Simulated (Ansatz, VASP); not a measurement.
## One calculation of AlN, two programs

```
Al N
1.0
     3.12859    0.00000    0.00000
    -1.56429    2.70944    0.00000
     0.00000    0.00000    5.01696
Al N
2 2
Direct
  0.66667 0.33333 0.49929
  0.33333 0.66667 0.99929
  0.66667 0.33333 0.88071
  0.33333 0.66667 0.38071
```

Alike in both runs: task single point; functional PBEsol; k mesh 6 × 6 × 4; occupations gaussian, width 0.1 eV; no spin polarisation.

```csv
,VASP,Ansatz
version,VASP 6.6.1,Ansatz 0.2.0
potentials or method,"VASP PAW PBE potentials, release 64 (Al, N), cutoff 520 eV","scalar-relativistic, plane waves, PAW"
valence electrons in the cell,16,16
```

VASP gave:

| Item | Value |
| --- | --- |
| gap on the k mesh at the Fermi level (eV) | 3.98 |
| least direct gap on the mesh (eV) | 3.98 |
| pressure (GPa) | -3.2 |
| traceless stress, the component that is largest in VASP (GPa) | -0.13 |
| rms of the force components (eV/Å) | 0.004 |

**Question.** What did Ansatz give for the same quantities?

**Answer.** gap on the k mesh at the Fermi level (eV): 3.97; least direct gap on the mesh (eV): 3.97; pressure (GPa): -3.1; traceless stress, the component that is largest in VASP (GPa): -0.13; rms of the force components (eV/Å): 0.004.

VASP's potentials were made for PBE, not for PBEsol. Atom by atom the forces differ by 0.000 eV/Å (rms over components). The functional is the same, so the differences come from potentials, cutoffs and numerics.
